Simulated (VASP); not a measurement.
Sn3Se2S, 6 atoms in the cell. It takes space group P-3m1 (No. 164, trigonal). The conventional cell has a = 4.263 Å, b = 4.263 Å, c = 10.442 Å, α = 90.00°, β = 90.00°, γ = 120.00°. Within 4.0 Å of Sn (site symmetry -3m) lie 6 Se at 3.01 Å. Within 4.0 Å of Sn (site symmetry 3m) lie 3 Se at 3.01 Å and 3 S at 3.01 Å. Se (site symmetry 3m) has 6 Sn at 3.01 Å within 4.0 Å. S (site symmetry -3m) has 6 Sn at 3.01 Å within 4.0 Å. 

| Item | Value |
| --- | --- |
| Program | VASP 6.6.1 |
| Task | single point |
| Functional | PBE |
| Potentials or basis | VASP PAW PBE potentials, release 64 (Sn_d, Se, S) |
| Cutoff | 520 eV |
| k mesh | 6 × 6 × 2 |
| Occupations | gaussian, width 0.1 eV |
| Spin | no spin polarisation |
| Dipole correction | no |
| Further INCAR settings | ALGO = Normal; EDIFF = 1e-06; NBANDS = 39 |

Potentials or basis: VASP PAW PBE potentials, release 64 (Sn_d, Se, S).

The run is started by

```sh
$ cat potpaw_PBE.64/Sn_d/POTCAR potpaw_PBE.64/Se/POTCAR potpaw_PBE.64/S/POTCAR > POTCAR
$ mpirun -np 1 vasp_std > vasp.out
```

Hardware: 1 thread of Intel Xeon 6975P-C, on a shared host.

**Question.** Estimate the wall time of this run.

**Answer.** Run time: 86 s on 1 thread of Intel Xeon 6975P-C, on a shared host, peak memory 0.31 GiB. Counts: scf iterations 14, k points 14.
